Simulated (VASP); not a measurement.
Te2Mo, 3 atoms in the cell. The cell holds a slab with vacuum, 3 atoms: a = 3.418 Å, b = 3.418 Å, c = 17.524 Å, α = 90.00°, β = 90.00°, γ = 120.00°.  This cell differs from its parent crystal: strain -0.040 along x and y, +0.000 along z.

```yaml
Program: VASP 6.6.1
Task: single point
Functional: LDA
Potentials_or_basis: VASP PAW LDA potentials, release 64 (Te, Mo_sv)
Cutoff: 520 eV
k_mesh: 12 × 12 × 2
Occupations: gaussian, width 0.05 eV
Spin: no spin polarisation
Dipole_correction: no
Further_INCAR_settings: ALGO = Normal; EDIFF = 1e-06; NBANDS = 20
```

Potentials or basis: VASP PAW LDA potentials, release 64 (Te, Mo_sv).

The run is started by

```sh
$ cat potpaw_LDA.64/Te/POTCAR potpaw_LDA.64/Mo_sv/POTCAR > POTCAR
$ mpirun -np 1 vasp_std > vasp.out
```

Hardware: 1 thread of Intel(R) Xeon(R) 6975P-C (Granite Rapids) (shared host).

**Question.** How long does it take, and how much memory?

**Answer.** Run time: 100 s on 1 thread of Intel(R) Xeon(R) 6975P-C (Granite Rapids), with other jobs on the host, peak memory 0.33 GiB. Counts: scf iterations 22, k points 38.
